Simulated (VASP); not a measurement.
BaZrO3, 5 atoms in the cell. The structure is cubic, space group Pm-3m (No. 221). The conventional cell has a = 4.163 Å, b = 4.163 Å, c = 4.163 Å, α = 90.00°, β = 90.00°, γ = 90.00°. Ba (site symmetry m-3m) has 12 O at 2.94 Å and 8 Zr at 3.61 Å within 3.9 Å. Within 2.8 Å of Zr (site symmetry m-3m) lie 6 O at 2.08 Å. Within 2.8 Å of O (site symmetry 4/mmm) lie 2 Zr at 2.08 Å.  This cell differs from its parent crystal: strain -1.0%.

| Item | Value |
| --- | --- |
| Program | VASP 6.6.1 |
| Task | single point |
| Functional | HSE06 |
| Potentials or basis | VASP PAW PBE potentials, release 64 (Ba_sv, Zr_sv, O) |
| Cutoff | 520 eV |
| k mesh | 4 × 4 × 4 |
| Occupations | gaussian, width 0.01 eV |
| Spin | no spin polarisation |
| Dipole correction | no |
| Grid for exact exchange (PRECFOCK) | Fast |
| Further INCAR settings | ALGO = Normal; EDIFF = 1e-07; NBANDS = 28 |
| Share of exact exchange | 0.25 |
| Screening parameter | 0.2079 1/Å |

Potentials or basis: VASP PAW PBE potentials, release 64 (Ba_sv, Zr_sv, O).

Launch:

```sh
$ cat potpaw_PBE.64/Ba_sv/POTCAR potpaw_PBE.64/Zr_sv/POTCAR potpaw_PBE.64/O/POTCAR > POTCAR
$ cp INCAR.step1 INCAR
$ mpirun -np 1 vasp_std > vasp.out
$ cp INCAR.step2 INCAR
$ mpirun -np 1 vasp_std > vasp.out
```

Hardware: 1 thread of Oxide Virtual Turin-like Processor (shared host).

Task: Estimate the wall time of this run.

Result: Run time: 41 min on 1 thread of Oxide Virtual Turin-like Processor (shared host), peak memory 0.27 GiB. Counts: k points 10.
